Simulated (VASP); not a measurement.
Write the native input for VASP 6.6.1 that does the following.

| Quantity | Value |
| --- | --- |
| Task | single point |
| Functional | PBE |
| Dispersion | D3(BJ) |
| Potentials or basis | VASP PAW PBE potentials, release 64 (Ta_pv, N) |
| Cutoff | 520 eV |
| k mesh | 4 × 3 × 1 |
| Occupations | gaussian, width 0.1 eV |
| Spin | no spin polarisation |
| Dipole correction | yes |
| Further INCAR settings | LREAL = Auto; ALGO = Fast; EDIFF = 1e-07; NBANDS = 150; ISYM = 0 |

The structure of TaN lies in POSCAR:

```
TaN
1.0
    5.8570264689      0.0000000000      0.0000000000
   -2.9285132344      7.6762259480      0.0000000000
    0.0000000000      0.0000000000     22.0280172620
Ta N
16 16
Direct
    0.2159659586      0.9319319171      0.3631738574
    0.2159659586      0.4319319171      0.3631738574
    0.7159659585      0.9319319171      0.3631738574
    0.7159659586      0.4319319171      0.3631738574
    0.0751251088      0.6502502175      0.4495903685
    0.0751251087      0.1502502175      0.4495903685
    0.5751251088      0.6502502175      0.4495903685
    0.5751251088      0.1502502175      0.4495903685
    0.9352137762      0.3703226177      0.5371313873
    0.9352137762      0.8703226177      0.5371313873
    0.4352137762      0.3703226177      0.5371313873
    0.4352137762      0.8703226177      0.5371313873
    0.7902192826      0.0803767180      0.6226271538
    0.7902192826      0.5803767180      0.6226271538
    0.2902192826      0.0803767180      0.6226271538
    0.2902192826      0.5803767180      0.6226271538
    0.8591591502      0.7183183005      0.3775766093
    0.8591591502      0.2183183005      0.3775766093
    0.3591591502      0.7183183005      0.3775766093
    0.3591591502      0.2183183005      0.3775766093
    0.7183183005      0.4366366010      0.4639931204
    0.7183183005      0.9366366010      0.4639931204
    0.2183183005      0.4366366010      0.4639931204
    0.2183183005      0.9366366010      0.4639931204
    0.5779496702      0.1557011568      0.5510455762
    0.5779496702      0.6557011568      0.5510455762
    0.0779496702      0.1557011568      0.5510455762
    0.0779496702      0.6557011568      0.5510455762
    0.4449110494      0.8897919422      0.6345722362
    0.4449110494      0.3897919422      0.6345722362
    0.9449110494      0.8897919422      0.6345722362
    0.9449110494      0.3897919422      0.6345722362
```

One way to write it, as run:

INCAR

```
ALGO = Fast
DIPOL = 0.5 0.5 0.500
EDIFF = 1E-7
ENCUT = 520
GGA = PE
IDIPOL = 3
ISIF = 2
ISMEAR = 0
ISYM = 0
IVDW = 12
LASPH = True
LCHARG = True
LDIPOL = True
LELF = True
LREAL = Auto
LVACPOTAV = True
LVHAR = True
LWAVE = False
NBANDS = 150
NELM = 60
PREC = Accurate
SIGMA = 0.1
```

KPOINTS

```
k-points
0
Gamma
  4 3 1
```

Potentials or basis: VASP PAW PBE potentials, release 64 (Ta_pv, N).

Launch:

```console
$ cat potpaw_PBE.64/Ta_pv/POTCAR potpaw_PBE.64/N/POTCAR > POTCAR
$ mpirun -np 1 vasp_std > vasp.out
```

It gave:

```yaml
Largest_force: 0.667 eV/Å
Band_gap_on_the_k_mesh: zero (bands 128 and 129 overlap by 0.40 eV)
Dispersion_energy_per_atom: -0.321 eV
```

Caveat: spin-orbit coupling is left out, which moves the levels of the heavy elements.

Wall time 2.2 h on 1 thread of Oxide Virtual Turin-like Processor (shared host), peak memory 1.4 GiB.
